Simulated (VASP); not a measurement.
Input of a VASP 6.6.1 run:

The input INCAR:

```
SYSTEM = MnH2O2
ALGO = Normal
EDIFF = 1E-6
ENCUT = 700
GGA = PS
GGA_COMPAT = .False.
ISIF = 2
ISMEAR = -1
ISPIN = 2
LASPH = .True.
LCHARG = .False.
LMAXMIX = 4
LORBIT = 11
LREAL = .False.
LWAVE = .False.
MAGMOM = 4 0 0 0 0
NBANDS = 26
NELM = 200
PREC = Accurate
SIGMA = 0.1
```

File KPOINTS:

```
k-points
0
Gamma
  7 7 5
  0 0 0
```

File POSCAR:

```
MnH2O2
1.0
    3.2500000000      0.0000000000      0.0000000000
   -1.6250000000      2.8145830000      0.0000000000
    0.0000000000      0.0000000000      4.4800000000
Mn H O
1 2 2
Direct
    0.0000000000      0.0000000000      0.0000000000
    0.3333333333      0.6666666667      0.4460000000
    0.6666666667      0.3333333333      0.5540000000
    0.3333333333      0.6666666667      0.2260000000
    0.6666666667      0.3333333333      0.7740000000
```

Potentials or basis: VASP PAW PBE potentials, release 64 (Mn_sv, H, O).

Command:

```console
$ cat potpaw_PBE.64/Mn_sv/POTCAR potpaw_PBE.64/H/POTCAR potpaw_PBE.64/O/POTCAR > POTCAR
$ mpirun -np 1 vasp_std > vasp.out
```

Problem. Predict the site moments.

Solution. Mn +4.29; H +0.01; O +0.10 μB.

Problem. Predict the band gap on the k mesh.

Solution. 0.12 eV (least direct gap 0.28 eV).

Problem. What does it give for the net moment?

Solution. 5.00 μB per cell.

Stress tensor (GPa, compression positive):
```
6.67 0.00 0.00
0.00 6.67 0.00
0.00 0.00 4.52
```

Caveat: the cell stands under pressure; the smearing spreads over this small gap; the PAW data sets were made with another functional, which shifts forces and pressure a little; a cell with one magnetic atom can't hold antiferromagnetic order, which such compounds often take. A k mesh can miss the band edges.
